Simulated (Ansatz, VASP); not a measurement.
One calculation of Ta, two programs

```
Ta
1.0
    -1.65058    1.65058    1.65058
     1.65058   -1.65058    1.65058
     1.65058    1.65058   -1.65058
Ta
1
Direct
  0.00000 0.00000 0.00000
```

Alike in both runs: task single point; functional r2SCAN; k mesh 18 × 18 × 18; occupations gaussian, width 0.05 eV; no spin polarisation.

|  | VASP | Ansatz |
| --- | --- | --- |
| version | VASP 6.6.1 | Ansatz 0.2.0 |
| potentials or method | VASP PAW PBE potentials, release 64 (Ta_pv), cutoff 550 eV | scalar-relativistic, plane waves, PAW |
| valence electrons in the cell | 11 | 13 |

Ansatz gave:

```
gap on the k mesh at the Fermi level (eV) : none
pressure (GPa)                            : 0.6
```

Problem. Which values does VASP return?

Solution. gap on the k mesh at the Fermi level (eV): none; pressure (GPa): 1.2.

VASP's potentials were made for PBE, not for r2SCAN. A gap of «none» marks a metal or a gap that the smearing closes. The functional is the same, so the differences come from potentials, cutoffs and numerics. VASP's potentials hold 11 valence electrons a cell and Ansatz's 13, so a difference there can come from the potentials and not from the codes.

Spin-orbit coupling is off throughout.
